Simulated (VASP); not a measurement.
# Ta2N (P3m1) in VASP: further runs

The runs below take Ta2N through single point, with PBEsol.

All numbers are computed with VASP 6.6.1; they aren't measurements. Logs are shortened: lines on timing, memory, paths and dates and some standing lists are left out, and cuts for length are marked.

## (1) The cell of the first run

Symmetry: P3m1, No. 156, trigonal system. The conventional cell has a = 3.079 Å, b = 3.079 Å, c = 4.823 Å, α = 90.00°, β = 90.00°, γ = 120.00°. Ta (site symmetry 3m) has 3 N at 2.20 Å and 12 Ta at 2.97 to 3.08 Å within 3.1 Å. Ta (site symmetry 3m) has 3 N at 2.11 Å within 2.8 Å. Within 2.8 Å of N (site symmetry 3m) lie 6 Ta at 2.11 to 2.20 Å.

## (2) Single point, PBEsol (atoms displaced along a vibrational mode)

INCAR reads:

```
SYSTEM = Ta2N
PREC = Accurate
ENCUT = 520
EDIFF = 1E-6
ISMEAR = 0
SIGMA = 0.15
LREAL = .FALSE.
LASPH = .TRUE.
NELM = 80
ALGO = Normal
ISIF = 2
LWAVE = .FALSE.
LCHARG = .FALSE.
GGA = PS
NBANDS = 20
```

KPOINTS reads:

```
Automatic mesh
0
G
  18 18 10
  0 0 0
```

POSCAR reads:

```
Ta2N
1.0
    3.0786153869      0.0000000000      0.0000000000
   -1.5393076935      2.6661591336      0.0000000000
    0.0000000000      0.0000000000      4.8232571780
Ta N
2 1
Direct
    0.6666666667      0.3333333333      0.7456536061
    0.3333333333      0.6666666667      0.2531427099
    0.0000000000      0.0000000000      0.0155496581
```

Potentials or basis: VASP PAW PBE potentials, release 64 (Ta_pv, N).

Command:

```sh
> cat potpaw_PBE.64/Ta_pv/POTCAR potpaw_PBE.64/N/POTCAR > POTCAR
> mpirun -np 1 vasp_std > vasp.out
```

OUTCAR:

```text
SYSTEM = Ta2N
   PREC = Accurate
   ENCUT = 520
   EDIFF = 1E-6
   ISMEAR = 0
   LREAL = .FALSE.
   LASPH = .TRUE.
   NELM = 80
   ISIF = 2
   GGA = PS

 ion  position               nearest neighbor table
   1  0.667  0.333  0.746-   3 2.20   3 2.20   3 2.20   2 2.97   2 2.97   2 2.97   2 3.03   2 3.03
                             2 3.03
   2  0.333  0.667  0.253-   3 2.11   3 2.11   3 2.11   1 2.97   1 2.97   1 2.97   1 3.03   1 3.03
                             1 3.03
   3  0.000  0.000  0.016-   2 2.11   2 2.11   2 2.11   1 2.20   1 2.20   1 2.20

  LATTYP: Found a hexagonal cell.
 ALAT       =     3.0786153869
 C/A-ratio  =     1.5666968984

  Lattice vectors:

 A1 = (   3.0786153869,   0.0000000000,   0.0000000000)
 A2 = (  -1.5393076935,   2.6661591336,   0.0000000000)
 A3 = (   0.0000000000,   0.0000000000,   4.8232571780)

Analysis of symmetry for initial positions (statically):
=====================================================================
 Subroutine PRICEL returns:
 Original cell was already a primitive cell.

 Routine SETGRP: Setting up the symmetry group for a
 hexagonal supercell.

 Subroutine GETGRP returns: Found  6 space group operations
 (whereof  6 operations were pure point group operations)
 out of a pool of 24 trial point group operations.

The static configuration has the point symmetry C_3v.

Analysis of symmetry for dynamics (positions and initial velocities):
=====================================================================
 Subroutine PRICEL returns:
 Original cell was already a primitive cell.

 Routine SETGRP: Setting up the symmetry group for a
 hexagonal supercell.

 Subroutine GETGRP returns: Found  6 space group operations
 (whereof  6 operations were pure point group operations)
 out of a pool of 24 trial point group operations.

The dynamic configuration has the point symmetry C_3v.

 Subroutine INISYM returns: Found  6 space group operations
 (whereof  6 operations are pure point group operations),
 and found     1 'primitive' translations

----------------------------------------------------------------------------------------

                                     Primitive cell

  volume of cell :      39.5897

  direct lattice vectors                    reciprocal lattice vectors
     3.078615387  0.000000000  0.000000000     0.324821348  0.187535693  0.000000000
    -1.539307694  2.666159134  0.000000000     0.000000000  0.375071385  0.000000000
     0.000000000  0.000000000  4.823257178     0.000000000  0.000000000  0.207328775

  length of vectors
     3.078615387  3.078615387  4.823257178     0.375071385  0.375071385  0.207328775

  position of ions in fractional coordinates (direct lattice)
     0.666666667  0.333333333  0.745653606
     0.333333333  0.666666667  0.253142710
     0.000000000  0.000000000  0.015549658

  ion indices of the primitive-cell ions
   primitive index   ion index
                 1           1
                 2           2
                 3           3

----------------------------------------------------------------------------------------

 KPOINTS: Automatic mesh

Automatic generation of k-mesh.
 Grid dimensions read from file:
 generate k-points for:   18   18   10

 Generating k-lattice:

  Cartesian coordinates                     Fractional coordinates (reciprocal lattice)
     0.018045630  0.010418650  0.000000000     0.055555556  0.000000000  0.000000000
     0.000000000  0.020837299  0.000000000     0.000000000  0.055555556  0.000000000
     0.000000000  0.000000000  0.020732877     0.000000000  0.000000000  0.100000000

  Length of vectors
     0.020837299  0.020837299  0.020732877

  Shift w.r.t. Gamma in fractional coordinates (k-lattice)
     0.000000000  0.000000000  0.000000000

 Subroutine IBZKPT returns following result:
 ===========================================

 Found    330 irreducible k-points:

 Following reciprocal coordinates:
            Coordinates               Weight
  0.000000  0.000000  0.000000      1.000000
  0.055556  0.000000  0.000000      6.000000
  0.111111  0.000000  0.000000      6.000000
  0.166667  0.000000  0.000000      6.000000
  0.222222  0.000000  0.000000      6.000000
  0.277778  0.000000  0.000000      6.000000
[... 16 lines left out ...]
  0.333333  0.111111  0.000000     12.000000
  0.388889  0.111111  0.000000     12.000000
 [... further k-points ...]
   k-points           NKPTS =    330   k-points in BZ     NKDIM =    330   number of bands    NBANDS=     20
   number of dos      NEDOS =    301   number of ions     NIONS =      3
   total plane-waves  NPLWV =  20736
   dimension x,y,z NGX =    24 NGY =   24 NGZ =   36
   dimension x,y,z NGXF=    48 NGYF=   48 NGZF=   72
   ions per type =               2   1
   NGX,Y,Z   is equivalent  to a cutoff of  12.96, 12.96, 12.41 a.u.
   NGXF,Y,Z  is equivalent  to a cutoff of  25.92, 25.92, 24.82 a.u.
 SYSTEM =  Ta2N
   PREC   = accura    normal or accurate (medium, high low for compatibility)
   ISTART =      0    job   : 0-new  1-cont  2-samecut
   ICHARG =      2    charge: 1-file 2-atom 10-const
   ISPIN  =      1    spin polarized calculation?
   LNONCOLLINEAR =      F non collinear calculations
   LSORBIT =      F    spin-orbit coupling
   LASPH  =      T    aspherical Exc in radial PAW
   ENCUT  =  520.0 eV  38.22 Ry    6.18 a.u.   5.72  5.72  8.97*2*pi/ulx,y,z
   NELM   =     80;   NELMIN=  2; NELMDL= -5     # of ELM steps
   EDIFF  = 0.1E-05   stopping-criterion for ELM
   LREAL  =      F    real-space projection
   EDIFFG = 0.1E-04   stopping-criterion for IOM
   NSW    =      0    number of steps for IOM
   IBRION =     -1    ionic relax: 0-MD 1-quasi-New 2-CG
   NFREE  =      0    steps in history (QN), initial steepest desc. (CG)
   ISIF   =      2    stress and relaxation
   ISYM   =      2    0-nonsym 1-usesym 2-fastsym
   POTIM  = 0.5000    time-step for ionic-motion
   TEBEG  =    0.0;   TEEND  =   0.0 temperature during run
   PSTRESS=    0.0 pullay stress
   NELECT =      27.0000    total number of electrons
   NUPDOWN=      -1.0000    fix difference up-down
   EMIN   =  10.00;   EMAX   =-10.00  energy-range for DOS
   EFERMI =   0.00;   METHOD = LEGACY
   ISMEAR =     0;   SIGMA  =   0.15  broadening in eV -4-tet -1-fermi 0-gaus
   EFERMI_NEDOS =   21; number of points for ismear=-14 and -15
   IALGO  =     38    algorithm
   IMIX   =      4    mixing-type and parameters
     AMIX     =   0.40;   BMIX     =  1.00
     AMIX_MAG =   1.60;   BMIX_MAG =  1.00
  volume/ion in A,a.u.               =      13.20        89.05
  Fermi-wavevector in a.u.,A,eV,Ry     =   1.441016  2.723125 28.252863  2.076527
  Thomas-Fermi vector in A             =   2.559695
   LORBIT       =      0    0 simple, 1 ext, 2 COOP (PROOUT), +10 PAW based schemes
   GGA     = PS    functional components
   LHFCALC =     F    Hartree Fock is set to
   AEXX    =    0.0000 exact exchange contribution
   IVDW    =     0    specifies the selected vdW correction
   LEPSILON=     F    determine dielectric tensor
   LRPA    =     F    only Hartree local field effects (RPA)
 non-spin polarized calculation
 Gauss-broadening in eV      SIGMA  =   0.15
  energy-cutoff  :      520.00
  volume of cell :       39.59
 maximum number of plane-waves:      1086
 NGX is ok and might be reduce to    24
   NGX = 11   NGY = 11   NGZ = 17

 number of electron      27.0000002 magnetization

 Free energy of the ion-electron system (eV)
  ---------------------------------------------------
  ext. energy  EPLUGINS =         0.00000000
  ---------------------------------------------------
  free energy    TOTEN  =       -36.45010367 eV

  energy without entropy =      -36.43656747  energy(sigma->0) =      -36.44333557

 E-fermi :   7.5752     XC(G=0): -13.1405

 val. band max:        7.5751019079   @ k =   0.2222   0.1111   0.3000
 cond. band min:       7.5772476860   @ k =   0.1667   0.0556   0.3000
 fundamental gap:      0.0021457780
 Fermi energy:         7.5751545214

 k-point     1 :       0.0000    0.0000    0.0000
  band No.  band energies     occupation
      1     -28.0416      2.00000
      2     -27.2288      2.00000
      3     -27.2288      2.00000
      4     -27.0895      2.00000
      5     -27.0895      2.00000
      6     -26.9662      2.00000
[... 12 lines left out ...]
     19       8.8622      0.00000
     20      12.7177      0.00000

 k-point     2 :       0.0556    0.0000    0.0000
  band No.  band energies     occupation
      1     -28.0313      2.00000
      2     -27.2500      2.00000
      3     -27.2365      2.00000
      4     -27.1108      2.00000
      5     -27.0911      2.00000
      6     -26.9701      2.00000
[... 12 lines left out ...]
     19       9.1100      0.00000
     20      12.7594      0.00000

 k-point     3 :       0.1111    0.0000    0.0000
  band No.  band energies     occupation
      1     -28.0011      2.00000
      2     -27.3112      2.00000
      3     -27.2580      2.00000
      4     -27.1706      2.00000
      5     -27.0961      2.00000
      6     -26.9820      2.00000
[... 12 lines left out ...]
     19       9.8245      0.00000
     20      12.7467      0.00000

 k-point     4 :       0.1667    0.0000    0.0000
  band No.  band energies     occupation
      1     -27.9531      2.00000
      2     -27.4053      2.00000
      3     -27.2895      2.00000
      4     -27.2588      2.00000
      5     -27.1053      2.00000
      6     -27.0024      2.00000
[... 12 lines left out ...]
     19      10.7626      0.00000
     20      12.5773      0.00000

 k-point     5 :       0.2222    0.0000    0.0000
  band No.  band energies     occupation
      1     -27.8909      2.00000
      2     -27.5205      2.00000
      3     -27.3622      2.00000
      4     -27.3262      2.00000
      5     -27.1181      2.00000
      6     -27.0317      2.00000
[... 12 lines left out ...]
     19      11.6165      0.00000
     20      12.4233      0.00000

 k-point     6 :       0.2778    0.0000    0.0000
  band No.  band energies     occupation
      1     -27.8215      2.00000
      2     -27.6395      2.00000
      3     -27.4675      2.00000
      4     -27.3637      2.00000
      5     -27.1331      2.00000
      6     -27.0696      2.00000
[... 12 lines left out ...]
     19      11.9243      0.00000
     20      12.8270      0.00000

 k-point     7 :       0.3333    0.0000    0.0000
  band No.  band energies     occupation
      1     -27.7922      2.00000
      2     -27.7055      2.00000
      3     -27.5625      2.00000
      4     -27.3978      2.00000
      5     -27.1480      2.00000
      6     -27.1146      2.00000
[... 12 lines left out ...]
     19      11.9245      0.00000
     20      13.2575      0.00000
[... 277 lines left out ...]
 k-point    20 :       0.1667    0.1111    0.0000
  band No.  band energies     occupation
      1     -27.8654      2.00000
      2     -27.5252      2.00000
      3     -27.4651      2.00000
      4     -27.2876      2.00000
      5     -27.1539      2.00000
      6     -27.0441      2.00000
[... 12 lines left out ...]
     19      11.8837      0.00000
     20      12.4416      0.00000

 k-point    21 :       0.2222    0.1111    0.0000
  band No.  band energies     occupation
      1     -27.7992      2.00000
      2     -27.6354      2.00000
      3     -27.5337      2.00000
      4     -27.3448      2.00000
      5     -27.1763      2.00000
      6     -27.0821      2.00000
[... 12 lines left out ...]
     19      12.1266      0.00000
     20      12.8634      0.00000

 k-point    22 :       0.2778    0.1111    0.0000
  band No.  band energies     occupation
      1     -27.7801      2.00000
      2     -27.6869      2.00000
      3     -27.5924      2.00000
      4     -27.4011      2.00000
      5     -27.1963      2.00000
      6     -27.1274      2.00000
[... 12 lines left out ...]
     19      12.2652      0.00000
     20      13.0845      0.00000

 k-point    23 :       0.3333    0.1111    0.0000
  band No.  band energies     occupation
      1     -27.8508      2.00000
      2     -27.6518      2.00000
      3     -27.6161      2.00000
      4     -27.4475      2.00000
      5     -27.2125      2.00000
      6     -27.1763      2.00000
[... 12 lines left out ...]
     19      12.3856      0.00000
     20      12.8350      0.00000

 k-point    24 :       0.3889    0.1111    0.0000
  band No.  band energies     occupation
      1     -27.9044      2.00000
      2     -27.6757      2.00000
      3     -27.5647      2.00000
      4     -27.4775      2.00000
      5     -27.2247      2.00000
      6     -27.2183      2.00000
[... 12 lines left out ...]
     19      12.4218      0.00000
     20      12.6264      0.00000

 [... further k-points ...]
[... 5 lines left out ...]
  --------------------------------------------------------------------------------------
  -------------------------------------------------------------------------------------
  Total        0.3433914      0.3433914      0.1691219     -0.0000000      0.0000000      0.0000000
  in kB       13.8969037     13.8969037      6.8442911     -0.0000000      0.0000000      0.0000000
  external PRESSURE =      11.5460328 kB  Pullay stress =       0.0000000 kB

 VOLUME and BASIS-vectors are now :
 -----------------------------------------------------------------------------
  energy-cutoff  :      520.00
  volume of cell :       39.59
      direct lattice vectors                 reciprocal lattice vectors
     3.078615387  0.000000000  0.000000000     0.324821348  0.187535693  0.000000000
    -1.539307694  2.666159134  0.000000000     0.000000000  0.375071385  0.000000000
     0.000000000  0.000000000  4.823257178     0.000000000  0.000000000  0.207328775

 POSITION                                       TOTAL-FORCE (eV/Angst)
 -----------------------------------------------------------------------------------
      1.53931      0.88872      3.59648        -0.000000      0.000000      0.551355
     -0.00000      1.77744      1.22097         0.000000     -0.000000      0.713129
      0.00000      0.00000      0.07500         0.000000      0.000000     -1.264484
 -----------------------------------------------------------------------------------
    total drift:                                0.000000      0.000000      0.000108

  FREE ENERGIE OF THE ION-ELECTRON SYSTEM (eV)
  ---------------------------------------------------
  free  energy   TOTEN  =       -36.4501036740 eV

  energy  without entropy=      -36.4365674657  energy(sigma->0) =      -36.44333557
```

It took 4.9 min on 1 thread of Intel Xeon 8259CL, shared host; peak memory 0.35 GiB.

What came out:

| Property | Result |
| --- | --- |
| Free energy | -36.4501 eV |
| Pressure | 1.2 GPa |
| Largest force | 1.264 eV/Å |
| Band gap on the k mesh | zero (an odd number of electrons rules out a gap without spin polarisation) |

Forces in eV/Å, atoms in the order of the input:
```
Ta   0.000  0.000  0.551
Ta   0.000  0.000  0.713
N    0.000  0.000 -1.264
```

Stress tensor (GPa, compression positive):
```
1.39 0.00 0.00
0.00 1.39 0.00
0.00 0.00 0.68
```

Levels at points of the mesh, in eV from the Fermi level:
```tsv
k point	band 10	band 11	band 12	band 13	band 14	band 15	band 16	band 17
(0.00, 0.00, 0.00)	-6.26	-4.89	-0.84	-0.24	-0.24	0.29	0.29	0.56
(0.50, 0.00, 0.00)	-6.52	-4.68	-2.61	-1.32	1.90	1.97	3.79	4.18
(0.00, 0.00, 0.50)	-6.44	-3.03	-2.53	-1.15	-1.15	1.87	2.15	2.31
(0.50, 0.00, 0.50)	-6.24	-3.41	-2.14	-2.07	-0.17	0.81	3.41	3.62
```

Caveat: the cell differs from its parent crystal (atoms displaced along a vibrational mode); the PAW data sets were made with another functional, which shifts forces and pressure a little; spin-orbit coupling is left out, which moves the levels of the heavy elements.

(Part 1 of 2 ends here.)
